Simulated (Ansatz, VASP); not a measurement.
## One calculation of Te2Mo, two programs

```
Te Mo
1.0
     7.02804    0.00000    0.00000
     0.00000    7.02804    0.00000
     0.00000    0.00000    4.81826
Te Mo
4 2
Direct
  0.28980 0.00000 0.00000
  0.71020 0.00000 0.00000
  0.00000 0.71020 0.00000
  0.00000 0.28980 0.00000
  0.50000 0.50000 0.30201
  0.50000 0.50000 0.69799
```

Alike in both runs: functional PBE; k mesh 4 × 4 × 4; occupations gaussian, width 0.1 eV; no spin polarisation.

Ansatz relaxed the structure, and its values are those at the end. VASP's run is a single point on that final structure, the one shown.

|  | VASP | Ansatz |
| --- | --- | --- |
| version | VASP 6.6.1 | Ansatz 0.2.0 |
| potentials or method | VASP PAW PBE potentials, release 64 (Te, Mo_sv), cutoff 520 eV | scalar-relativistic, plane waves, PAW |
| valence electrons in the cell | 52 | 92 |

|  | VASP | Ansatz | Ansatz less VASP |
| --- | --- | --- | --- |
| gap on the k mesh at the Fermi level (eV) | none | none | - |
| pressure (GPa) | 0.5 | 0.1 | -0.41 |
| rms of the force components (eV/Å) | 0.338 | 0.006 | -0.3324 |

A gap of «none» marks a metal or a gap that the smearing closes. One of these differences is far larger than is usual between the two programs; its cause wasn't traced. VASP's potentials hold 52 valence electrons a cell and Ansatz's 92, so a difference there can come from the potentials and not from the codes.

Spin-orbit coupling is off throughout.
